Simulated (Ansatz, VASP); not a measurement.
## One calculation of AlGa3N4, two programs

File INCAR:

```
SYSTEM = AlGa3N4
ALGO     = Normal         ! electronic algorithm
EDIFF    = 1E-6           ! SCF threshold, eV
ENCUT    = 520            ! plane-wave cutoff, eV
GGA      = PS             ! functional
ISIF     = 2              ! what is computed and relaxed
ISMEAR   = 0              ! smearing method
LASPH    = .True.         ! aspherical terms in the spheres
LCHARG   = .False.        ! write CHGCAR
LREAL    = .False.        ! projectors in reciprocal space
LWAVE    = .False.        ! write WAVECAR
NBANDS   = 41             ! bands
NELM     = 100            ! most SCF steps
PREC     = Accurate       ! precision mode
SIGMA    = 0.05           ! smearing width, eV
```

KPOINTS

```
k-points
0
Gamma
  6 6 6
  0 0 0
```

File POSCAR:

```
AlGa3N4
1.0
    4.1548469939      0.0000000000      0.0000000000
    0.0000000000      4.4675774128      0.0000000000
    0.0000000000      0.0000000000      4.4675774128
Al Ga N
1 3 4
Direct
    0.0000000000      0.0000000000      0.0000000000
    0.4447127655      0.5000001009      0.0000000000
    0.5552872345      0.0000000000      0.4999992340
    0.0000000000      0.4999998991      0.5000007660
    0.7550466747      0.7379830624      0.2278905155
    0.7550461397      0.2620164648      0.7721095468
    0.2449537981      0.7721097520      0.7379832676
    0.2449533875      0.2278907208      0.2620166701
```

Input for Ansatz:

```yaml
crystal:
  lattice:
    - [4.1548469939, 0.0, 0.0]
    - [0.0, 4.4675774128, 0.0]
    - [0.0, 0.0, 4.4675774128]
  atoms:
    - { symbol: Al, position: [0.0, 0.0, 0.0] }
    - { symbol: Ga, position: [0.4447127655, 0.5000001009, 0.0] }
    - { symbol: Ga, position: [0.5552872345, 0.0, 0.499999234] }
    - { symbol: Ga, position: [0.0, 0.4999998991, 0.500000766] }
    - { symbol: "N", position: [0.7550466747, 0.7379830624, 0.2278905155] }
    - { symbol: "N", position: [0.7550461397, 0.2620164648, 0.7721095468] }
    - { symbol: "N", position: [0.2449537981, 0.772109752, 0.7379832676] }
    - { symbol: "N", position: [0.2449533875, 0.2278907208, 0.2620166701] }
basis:
  ecutwfc: 520.0
kpoints:
  mp_grid: { grid: [6, 6, 6] }
hamiltonian:
  xc: pbesol
  pseudopotentials: { kind: paw, azcp: { folder: soft_1 } }
scf:
  occupations: { method: gaussian, width: 0.05 }
output:
  forces: true
  stress: true
  eigenvalues: true
```

Change from the starting cell: mode 4 frozen in at -0.247 Å, normal strain along x -0.0700.

Alike in both runs: task single point; functional PBEsol; k mesh 6 × 6 × 6; occupations gaussian, width 0.05 eV; no spin polarisation.

|  | VASP | Ansatz |
| --- | --- | --- |
| version | VASP 6.6.1 | Ansatz 0.2.0 |
| potentials or method | VASP PAW PBE potentials, release 64 (Al, Ga_d, N), cutoff 520 eV | scalar-relativistic, plane waves, PAW |
| valence electrons in the cell | 62 | 62 |

|  | VASP | Ansatz | Ansatz less VASP |
| --- | --- | --- | --- |
| gap on the k mesh at the Fermi level (eV) | 2.55 | 2.53 | -0.015 |
| least direct gap on the mesh (eV) | 2.55 | 2.53 | -0.015 |
| pressure (GPa) | 14.3 | 14.4 | +0.15 |
| traceless stress, the component that is largest in VASP (GPa) | 2.47 | 2.42 | -0.051 |
| rms of the force components (eV/Å) | 0.568 | 0.565 | -0.0032 |

VASP's potentials were made for PBE, not for PBEsol, and Ansatz warns of the same on its side. Atom by atom the forces differ by 0.010 eV/Å (rms over components). The functional is the same, so the differences come from potentials, cutoffs and numerics. Ansatz's warnings: structure snapped to symmetry.
